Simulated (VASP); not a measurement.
# SnO2 (P2_12_12) in VASP: notebook

The runs below take SnO2 through single point, with LDA.

All numbers are computed with VASP 6.6.1; they aren't measurements. Logs are shortened: lines on timing, memory, paths and dates and some standing lists are left out, and cuts for length are marked.

### Step 1. The cell of the first run

It takes space group P2_12_12 (No. 18, orthorhombic). The conventional cell has a = 4.721 Å, b = 4.721 Å, c = 3.189 Å, α = 90.00°, β = 90.00°, γ = 90.00°. Within 2.7 Å of Sn (site symmetry 2) lie 6 O at 2.05 to 2.08 Å. O (site symmetry 1) has 3 Sn at 2.05 to 2.08 Å and 1 O at 2.63 Å within 2.7 Å.

### Step 2. Single point, LDA (mode 4 frozen in at -0.239 Å and mode 5 at -0.042 Å (largest displacements))

Contents of INCAR:

```
SYSTEM = SnO2
PREC = Accurate ; ENCUT = 520
EDIFF = 1E-6 ; ISMEAR = 0
SIGMA = 0.05 ; LREAL = .FALSE.
LASPH = .TRUE. ; NELM = 60
ALGO = Normal ; ISIF = 2
LWAVE = .FALSE. ; LCHARG = .FALSE.
NBANDS = 35
```

Contents of KPOINTS:

```
regular mesh
0
G
  6 6 8
  0 0 0
```

Contents of POSCAR:

```
SnO2
1.0
    4.7207174017      0.0000000000      0.0000000000
    0.0000000000      4.7207174017      0.0000000000
    0.0000000000      0.0000000000      3.1887553105
Sn O
2 4
Direct
    0.0000000000      0.0000000000     -0.0131712834
    0.5000000000      0.5000000000      0.5131712834
    0.2702772619      0.3419358373      0.0076632694
    0.2297227381      0.8419358373      0.4923367306
    0.7297227381      0.6580641627      0.0076632694
    0.7702772619      0.1580641627      0.4923367306
```

Potentials or basis: VASP PAW LDA potentials, release 64 (Sn_d, O).

The run is started by

```sh
$ cat potpaw_LDA.64/Sn_d/POTCAR potpaw_LDA.64/O/POTCAR > POTCAR
$ mpirun -np 1 vasp_std > vasp.out
```

OUTCAR:

```text
SYSTEM = SnO2
   PREC = Accurate
   ENCUT = 520
   EDIFF = 1E-6
   ISMEAR = 0
   LREAL = .FALSE.
   LASPH = .TRUE.
   NELM = 60
   ISIF = 2

 ion  position               nearest neighbor table
   1  0.000  0.000  0.987-   4 2.05   6 2.05   5 2.06   3 2.06   4 2.08   6 2.08   2 3.66   2 3.66
                             2 3.66   2 3.66   2 3.74   2 3.74   2 3.74   2 3.74
   2  0.500  0.500  0.513-   3 2.05   5 2.05   4 2.06   6 2.06   3 2.08   5 2.08   1 3.66   1 3.66
                             1 3.66   1 3.66   1 3.74   1 3.74   1 3.74   1 3.74
   3  0.270  0.342  0.008-   2 2.05   1 2.06   2 2.08
   4  0.230  0.842  0.492-   1 2.05   2 2.06   1 2.08
   5  0.730  0.658  0.008-   2 2.05   1 2.06   2 2.08
   6  0.770  0.158  0.492-   1 2.05   2 2.06   1 2.08

  LATTYP: Found a simple tetragonal cell.
 ALAT       =     4.7207174017
 C/A-ratio  =     0.6754810846

  Lattice vectors:

 A1 = (   4.7207174017,   0.0000000000,   0.0000000000)
 A2 = (   0.0000000000,   4.7207174017,   0.0000000000)
 A3 = (   0.0000000000,   0.0000000000,   3.1887553105)

Analysis of symmetry for initial positions (statically):
=====================================================================
 Subroutine PRICEL returns:
 Original cell was already a primitive cell.

 Routine SETGRP: Setting up the symmetry group for a
 simple tetragonal supercell.

 Subroutine GETGRP returns: Found  4 space group operations
 (whereof  2 operations were pure point group operations)
 out of a pool of 16 trial point group operations.

The static configuration has the point symmetry C_2 .
 The point group associated with its full space group is D_2 .

Analysis of symmetry for dynamics (positions and initial velocities):
=====================================================================
 Subroutine PRICEL returns:
 Original cell was already a primitive cell.

 Routine SETGRP: Setting up the symmetry group for a
 simple tetragonal supercell.

 Subroutine GETGRP returns: Found  4 space group operations
 (whereof  2 operations were pure point group operations)
 out of a pool of 16 trial point group operations.

The dynamic configuration has the point symmetry C_2 .
 The point group associated with its full space group is D_2 .

 Subroutine INISYM returns: Found  4 space group operations
 (whereof  2 operations are pure point group operations),
 and found     1 'primitive' translations

----------------------------------------------------------------------------------------

                                     Primitive cell

  volume of cell :      71.0620

  direct lattice vectors                    reciprocal lattice vectors
[... 95 lines left out ...]
   EDIFF  = 0.1E-05   stopping-criterion for ELM
   LREAL  =      F    real-space projection
   EDIFFG = 0.1E-04   stopping-criterion for IOM
   NSW    =      0    number of steps for IOM
   IBRION =     -1    ionic relax: 0-MD 1-quasi-New 2-CG
   NFREE  =      0    steps in history (QN), initial steepest desc. (CG)
   ISIF   =      2    stress and relaxation
   ISYM   =      2    0-nonsym 1-usesym 2-fastsym
   POTIM  = 0.5000    time-step for ionic-motion
   TEBEG  =    0.0;   TEEND  =   0.0 temperature during run
   PSTRESS=    0.0 pullay stress
   NELECT =      52.0000    total number of electrons
   NUPDOWN=      -1.0000    fix difference up-down
   EMIN   =  10.00;   EMAX   =-10.00  energy-range for DOS
   EFERMI =   0.00;   METHOD = LEGACY
   ISMEAR =     0;   SIGMA  =   0.05  broadening in eV -4-tet -1-fermi 0-gaus
   EFERMI_NEDOS =   21; number of points for ismear=-14 and -15
   IALGO  =     38    algorithm
   IMIX   =      4    mixing-type and parameters
     AMIX     =   0.40;   BMIX     =  1.00
     AMIX_MAG =   1.60;   BMIX_MAG =  1.00
  volume/ion in A,a.u.               =      11.84        79.92
  Fermi-wavevector in a.u.,A,eV,Ry     =   1.475243  2.787805 29.610927  2.176342
  Thomas-Fermi vector in A             =   2.589916
   LORBIT       =      0    0 simple, 1 ext, 2 COOP (PROOUT), +10 PAW based schemes
   GGA     = CA    functional components
   LHFCALC =     F    Hartree Fock is set to
   AEXX    =    0.0000 exact exchange contribution
   IVDW    =     0    specifies the selected vdW correction
   LEPSILON=     F    determine dielectric tensor
   LRPA    =     F    only Hartree local field effects (RPA)
 non-spin polarized calculation
 Gauss-broadening in eV      SIGMA  =   0.05
  energy-cutoff  :      520.00
  volume of cell :       71.06
 maximum number of plane-waves:      1934
   NGX = 17   NGY = 17   NGZ = 11

 number of electron      51.9999989 magnetization

 Free energy of the ion-electron system (eV)
  ---------------------------------------------------
  ext. energy  EPLUGINS =         0.00000000
  ---------------------------------------------------
  free energy    TOTEN  =       -42.16974922 eV

  energy without entropy =      -42.16974922  energy(sigma->0) =      -42.16974922

 E-fermi :   6.0019     XC(G=0): -11.8629

 val. band max:        5.6968586568   @ k =   0.1667   0.0000   0.0000
 cond. band min:       7.1538945417   @ k =   0.0000   0.0000   0.0000
 fundamental gap:      1.4570358848
 Fermi energy:         6.0019442806

 k-point     1 :       0.0000    0.0000    0.0000
  band No.  band energies     occupation
      1     -15.0158      2.00000
      2     -14.2717      2.00000
      3     -14.0297      2.00000
      4     -14.0091      2.00000
      5     -13.9946      2.00000
      6     -13.9182      2.00000
[... 901 lines left out ...]
     34      17.6628      0.00000
     35      18.3279      0.00000

 [... further k-points ...]
[... 5 lines left out ...]
  --------------------------------------------------------------------------------------
  -------------------------------------------------------------------------------------
  Total       -1.2013531     -0.1704164     -0.6099217      0.0000000      0.0000000      0.0000000
  in kB      -27.0859488     -3.8422418    -13.7514179      0.0000000      0.0000000      0.0000000
  external PRESSURE =     -14.8932028 kB  Pullay stress =       0.0000000 kB

 VOLUME and BASIS-vectors are now :
 -----------------------------------------------------------------------------
  energy-cutoff  :      520.00
  volume of cell :       71.06
      direct lattice vectors                 reciprocal lattice vectors
     4.720717402  0.000000000  0.000000000     0.211832210  0.000000000  0.000000000
     0.000000000  4.720717402  0.000000000     0.000000000  0.211832210  0.000000000
     0.000000000  0.000000000  3.188755310     0.000000000  0.000000000  0.313601987

 POSITION                                       TOTAL-FORCE (eV/Angst)
 -----------------------------------------------------------------------------------
      0.00000      0.00000      3.14676         0.000000     -0.000000      0.381717
      2.36036      2.36036      1.63638         0.000000     -0.000000     -0.381717
      1.27590      1.61418      0.02444         0.251544     -0.102646     -0.033497
      1.08446      3.97454      1.56994        -0.251544     -0.102646      0.033497
      3.44481      3.10653      0.02444        -0.251544      0.102646     -0.033497
      3.63626      0.74618      1.56994         0.251544      0.102646      0.033497
 -----------------------------------------------------------------------------------
    total drift:                               -0.000000     -0.000000      0.000000

  FREE ENERGIE OF THE ION-ELECTRON SYSTEM (eV)
  ---------------------------------------------------
  free  energy   TOTEN  =       -42.1697492226 eV

  energy  without entropy=      -42.1697492226  energy(sigma->0) =      -42.16974922
```

stdout:

```text
POSCAR found type information on POSCAR SnO
 POSCAR found :  2 types and       6 ions
 scaLAPACK will be used
 LDA part: xc-table for (Slater(with rela. corr.)+CA(PZ))
 , standard interpolation
 POSCAR, INCAR and KPOINTS ok, starting setup
 FFT: planning ... GRIDC
 FFT: planning ... GRID_SOFT
 FFT: planning ... GRID
 WAVECAR not read
 entering main loop
```

It took 71 s on 1 thread of Intel Xeon 6975P-C (Granite Rapids), shared host; peak memory 0.25 GiB.

Results:

| Property | Result |
| --- | --- |
| Free energy | -42.1697 eV |
| Pressure | -1.5 GPa |
| Largest force | 0.382 eV/Å |
| Band gap on the k mesh | 1.46 eV, indirect (least direct gap 1.51 eV) |

Forces on the atoms (eV/Å):
```
Sn   0.000  0.000  0.382
Sn   0.000  0.000 -0.382
O    0.252 -0.103 -0.033
O   -0.252 -0.103  0.033
O   -0.252  0.103 -0.033
O    0.252  0.103  0.033
```

Caveat: the cell differs from its parent crystal (mode 4 frozen in at -0.239 Å and mode 5 at -0.042 Å (largest displacements)); spin-orbit coupling is left out, which moves the levels of the heavy elements.

### Step 3. Single point, LDA (mode 4 frozen in at -0.120 Å and mode 5 at -0.042 Å (largest displacements))

Contents of INCAR:

```
PREC     = Accurate       # precision mode
ENCUT    = 520            # plane-wave cutoff, eV
EDIFF    = 1E-6           # SCF threshold, eV
ISMEAR   = 0              # smearing method
SIGMA    = 0.05           # smearing width, eV
LREAL    = F              # projectors in reciprocal space
LASPH    = T              # aspherical terms in the spheres
NELM     = 80             # most SCF steps
ALGO     = Normal         # electronic algorithm
ISIF     = 2              # what is computed and relaxed
LWAVE    = F              # write WAVECAR
LCHARG   = F              # write CHGCAR
NBANDS   = 35             # bands
```

Contents of KPOINTS:

```
regular mesh
0
Gamma
  6 6 8
```

Contents of POSCAR:

```
SnO2
1.0
    4.7207174017      0.0000000000      0.0000000000
    0.0000000000      4.7207174017      0.0000000000
    0.0000000000      0.0000000000      3.1887553105
Sn O
2 4
Direct
    0.0000000000      0.0000000000     -0.0131712834
    0.5000000000      0.5000000000      0.5131712834
    0.2881919057      0.3240211935      0.0076632694
    0.2118080943      0.8240211935      0.4923367306
    0.7118080943      0.6759788065      0.0076632694
    0.7881919057      0.1759788065      0.4923367306
```

Potentials or basis: VASP PAW LDA potentials, release 64 (Sn_d, O).

The run is started by

```sh
$ cat potpaw_LDA.64/Sn_d/POTCAR potpaw_LDA.64/O/POTCAR > POTCAR
$ mpirun -np 1 vasp_std > vasp.out
```

OUTCAR:

```text
PREC = Accurate
   ENCUT = 520
   EDIFF = 1E-6
   ISMEAR = 0
   LREAL = F
   LASPH = T
   NELM = 80
   ISIF = 2

 ion  position               nearest neighbor table
   1  0.000  0.000  0.987-   4 2.04   6 2.04   5 2.05   3 2.05   4 2.07   6 2.07   2 3.66   2 3.66
                             2 3.66   2 3.66   2 3.74   2 3.74   2 3.74   2 3.74
   2  0.500  0.500  0.513-   3 2.04   5 2.04   4 2.05   6 2.05   3 2.07   5 2.07   1 3.66   1 3.66
                             1 3.66   1 3.66   1 3.74   1 3.74   1 3.74   1 3.74
   3  0.288  0.324  0.008-   2 2.04   1 2.05   2 2.07
   4  0.212  0.824  0.492-   1 2.04   2 2.05   1 2.07
   5  0.712  0.676  0.008-   2 2.04   1 2.05   2 2.07
   6  0.788  0.176  0.492-   1 2.04   2 2.05   1 2.07

  LATTYP: Found a simple tetragonal cell.
 ALAT       =     4.7207174017
 C/A-ratio  =     0.6754810846

  Lattice vectors:

 A1 = (   4.7207174017,   0.0000000000,   0.0000000000)
 A2 = (   0.0000000000,   4.7207174017,   0.0000000000)
 A3 = (   0.0000000000,   0.0000000000,   3.1887553105)

Analysis of symmetry for initial positions (statically):
=====================================================================
[... 179 lines left out ...]

  energy without entropy =      -42.24352570  energy(sigma->0) =      -42.24352570

 E-fermi :   6.1637     XC(G=0): -11.8442

 val. band max:        5.8620175782   @ k =   0.0000   0.0000   0.0000
 cond. band min:       7.1582786451   @ k =   0.0000   0.0000   0.0000
 fundamental gap:      1.2962610669
 Fermi energy:         6.1637458321

 k-point     1 :       0.0000    0.0000    0.0000
  band No.  band energies     occupation
      1     -15.0560      2.00000
      2     -14.2861      2.00000
      3     -14.0172      2.00000
      4     -14.0012      2.00000
      5     -13.9936      2.00000
      6     -13.9142      2.00000
[... 901 lines left out ...]
     34      17.8321      0.00000
     35      18.1837      0.00000

 [... further k-points ...]
[... 5 lines left out ...]
  --------------------------------------------------------------------------------------
  -------------------------------------------------------------------------------------
  Total       -0.0763521      0.4923076      0.4067247      0.0000000      0.0000000      0.0000000
  in kB       -1.7214497     11.0996667      9.1700968      0.0000000      0.0000000      0.0000000
  external PRESSURE =       6.1827713 kB  Pullay stress =       0.0000000 kB

 VOLUME and BASIS-vectors are now :
 -----------------------------------------------------------------------------
  energy-cutoff  :      520.00
  volume of cell :       71.06
      direct lattice vectors                 reciprocal lattice vectors
     4.720717402  0.000000000  0.000000000     0.211832210  0.000000000  0.000000000
     0.000000000  4.720717402  0.000000000     0.000000000  0.211832210  0.000000000
     0.000000000  0.000000000  3.188755310     0.000000000  0.000000000  0.313601987

 POSITION                                       TOTAL-FORCE (eV/Angst)
 -----------------------------------------------------------------------------------
      0.00000      0.00000      3.14676         0.000000      0.000000      0.401730
      2.36036      2.36036      1.63638         0.000000      0.000000     -0.401730
      1.36047      1.52961      0.02444         0.048363     -0.064781     -0.024046
      0.99989      3.88997      1.56994        -0.048363     -0.064781      0.024046
      3.36024      3.19110      0.02444        -0.048363      0.064781     -0.024046
      3.72083      0.83075      1.56994         0.048363      0.064781      0.024046
 -----------------------------------------------------------------------------------
    total drift:                                0.000000     -0.000000      0.000000

  FREE ENERGIE OF THE ION-ELECTRON SYSTEM (eV)
  ---------------------------------------------------
  free  energy   TOTEN  =       -42.2435256960 eV

  energy  without entropy=      -42.2435256960  energy(sigma->0) =      -42.24352570
```

Run time: 88 s. Hardware: 1 thread of Intel Xeon Platinum 8488C (Sapphire Rapids), shared host; peak memory 0.26 GiB.

What came out:

- Free energy: -42.2435 eV
- Pressure: 0.6 GPa
- Largest force: 0.402 eV/Å
- Band gap on the k mesh: 1.30 eV, direct

Forces in eV/Å, atoms in the order of the input:
```
Sn   0.000  0.000  0.402
Sn   0.000  0.000 -0.402
O    0.048 -0.065 -0.024
O   -0.048 -0.065  0.024
O   -0.048  0.065 -0.024
O    0.048  0.065  0.024
```

Stress tensor (GPa, compression positive):
```
-0.17  0.00  0.00
 0.00  1.11  0.00
 0.00  0.00  0.92
```

Caveat: the cell differs from its parent crystal (mode 4 frozen in at -0.120 Å and mode 5 at -0.042 Å (largest displacements)); spin-orbit coupling is left out, which moves the levels of the heavy elements.

(Part 1 of 2 ends here.)
